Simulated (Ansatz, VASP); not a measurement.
# BaTe: VASP beside Ansatz

```xyz
2
Lattice="0.0000 3.4549 3.4549 3.4549 0.0000 3.4549 3.4549 3.4549 0.0000" Properties=species:S:1:pos:R:3 pbc="T T T"
Ba    0.0000    0.0000    0.0000
Te    3.4549    3.4549    3.4549
```

Change from the starting cell: volume scaled by 1.04.

Alike in both runs: task single point; functional PBEsol; k mesh 7 × 7 × 7; occupations fermi-dirac, width 0.05 eV; no spin polarisation.

|  | VASP | Ansatz |
| --- | --- | --- |
| version | VASP 6.6.1 | Ansatz 0.2.0 |
| potentials or method | VASP PAW PBE potentials, release 64 (Ba_sv, Te), cutoff 520 eV | all-electron LAPW, scalar-relativistic |

Ansatz gave:

- gap on the k mesh at the Fermi level (eV): 1.48
- least direct gap on the mesh (eV): 1.84
- pressure (GPa): 0.5

Q: What did VASP give for the same quantities?

A: gap on the k mesh at the Fermi level (eV): 1.39; least direct gap on the mesh (eV): 1.78; pressure (GPa): 0.9.

VASP's potentials were made for PBE, not for PBEsol. Ansatz ran all-electron here, and VASP with PAW potentials.

Spin-orbit coupling is off throughout.
